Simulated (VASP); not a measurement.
Set up this calculation in VASP 6.6.1, as the native input.

```yaml
Task: single point
Functional: PBE
Dispersion: D3(BJ)
Potentials_or_basis: VASP PAW PBE potentials, release 64 (Zn, O)
Cutoff: 520 eV
k_mesh: 9 × 9 × 4
Occupations: gaussian, width 0.05 eV
Spin: no spin polarisation
Dipole_correction: no
Further_INCAR_settings: ALGO = Normal; EDIFF = 1e-07; NBANDS = 26
```

The structure of ZnO lies in POSCAR:

```
ZnO
1.0
    3.3372866661      0.0000000000      0.0000000000
   -1.6686433330      2.8901750325      0.0000000000
    0.0000000000      0.0000000000      7.3443545905
Zn O
2 2
Direct
    0.0000000000      0.0000000000      0.7500000000
    0.0000000000      0.0000000000      0.2500000000
    0.3333333333      0.6666666667      0.2500000000
    0.6666666667      0.3333333333      0.7500000000
```

This cell differs from its parent crystal: strain +0.015 along x and y, +0.030 along z.

One way to write it, as run:

INCAR

```
SYSTEM = ZnO
PREC     = Accurate       ! precision mode
ENCUT    = 520            ! plane-wave cutoff, eV
EDIFF    = 1E-7           ! SCF threshold, eV
ISMEAR   = 0              ! smearing method
SIGMA    = 0.05           ! smearing width, eV
LREAL    = .FALSE.        ! projectors in reciprocal space
LASPH    = .TRUE.         ! aspherical terms in the spheres
NELM     = 60             ! most SCF steps
ALGO     = Normal         ! electronic algorithm
ISIF     = 2              ! what is computed and relaxed
LWAVE    = .FALSE.        ! write WAVECAR
LCHARG   = .FALSE.        ! write CHGCAR
GGA      = PE             ! functional
IVDW     = 12             ! dispersion correction
NBANDS   = 26             ! bands
```

KPOINTS

```
regular mesh
0
G
  9 9 4
  0 0 0
```

Potentials or basis: VASP PAW PBE potentials, release 64 (Zn, O).

Command:

```sh
$ cat potpaw_PBE.64/Zn/POTCAR potpaw_PBE.64/O/POTCAR > POTCAR
$ mpirun -np 1 vasp_std > vasp.out
```

It gave:

| Quantity | Value |
| --- | --- |
| Pressure | -5.0 GPa |
| Band gap on the k mesh | 0.84 eV |
| Dispersion energy per atom | -0.146 eV |

Caveat: the cell differs from its parent crystal (strain +0.015 along x and y, +0.030 along z); the cell stands under tension; an odd mesh through Γ misses points on the zone boundary, where band edges can lie.

Run time: 120 s on 1 thread of Intel Xeon 8259CL, on a shared host, peak memory 0.23 GiB.
